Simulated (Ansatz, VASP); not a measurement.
**Ge: VASP beside Ansatz**

```
CELL_PARAMETERS angstrom
4.01246 0.00000 0.00000
0.00000 5.67447 0.00000
0.00000 0.00000 20.01250
ATOMIC_POSITIONS crystal
Ge 0.75000 0.11860 0.40232
Ge 0.25000 0.88140 0.40232
Ge 0.25000 0.62313 0.50000
Ge 0.75000 0.37687 0.50000
Ge 0.75000 0.11860 0.59768
Ge 0.25000 0.88140 0.59768
```

Alike in both runs: functional r2SCAN; k mesh 8 × 6 × 1; occupations fermi-dirac, width 0.02 eV; no spin polarisation.

Ansatz relaxed the structure, and its values are those at the end. VASP's run is a single point on that final structure, the one shown.

```csv
,VASP,Ansatz
version,VASP 6.6.1,Ansatz 0.2.0
potentials or method,"VASP PAW PBE potentials, release 64 (Ge_d)","PAW with Ansatz's default frozen-core files, scalar-relativistic"
plane-wave cutoff (eV),520,500
valence electrons in the cell,84,84
```

|  | VASP | Ansatz | Ansatz less VASP |
| --- | --- | --- | --- |
| rms of the force components (eV/Å) | 0.009 | 0.002 | -0.0071 |

VASP's potentials were made for PBE, not for r2SCAN. The functional is the same, so the differences come from potentials, cutoffs and numerics. Ansatz's warnings: stress scf threshold loose.
